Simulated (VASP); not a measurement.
TiPt5: single point with PBE

The system is TiPt5.

```
Ti Pt
1.0
     0.00000    3.67896    3.67896
     3.67896    0.00000    3.67896
     3.67896    3.67896    0.00000
Ti Pt
1 5
Cartesian
  0.0000 0.0000 0.0000
  5.5184 5.5184 5.5184
  4.5973 4.5973 2.7606
  4.5973 2.7606 4.5973
  2.7606 4.5973 4.5973
  2.7606 2.7606 2.7606
```

```
Program             : VASP 6.6.1
Task                : single point
Functional          : PBE
Potentials or basis : VASP PAW PBE potentials, release 64 (Ti_sv, Pt)
Cutoff              : 520 eV
k mesh              : 10 × 10 × 10
Occupations         : gaussian, width 0.1 eV
Spin                : no spin polarisation
```

The pressure is -0.4 GPa and the band gap on the k mesh is zero (band 31 reaches 10.58 eV, above the bottom of band 32 at 9.30 eV).

Levels at points of the mesh, in eV from the Fermi level:
```
           k point  band 29  band 30  band 31  band 32  band 33  band 34
(0.00, 0.00, 0.00)     0.13     0.13     0.73     1.02     1.02     1.22
(0.50, 0.00, 0.00)    -1.04    -1.04     0.49     0.81     0.81     1.15
(0.50, 0.50, 0.00)    -0.78    -0.78    -0.38    -0.33     1.09     1.11
```

It took 5.4 min on 1 thread of Intel(R) Xeon(R) Platinum 8559C (Emerald Rapids), with other jobs on the host, peak memory 0.33 GiB.

Caveat: spin-orbit coupling is left out, which moves the levels of the heavy elements.
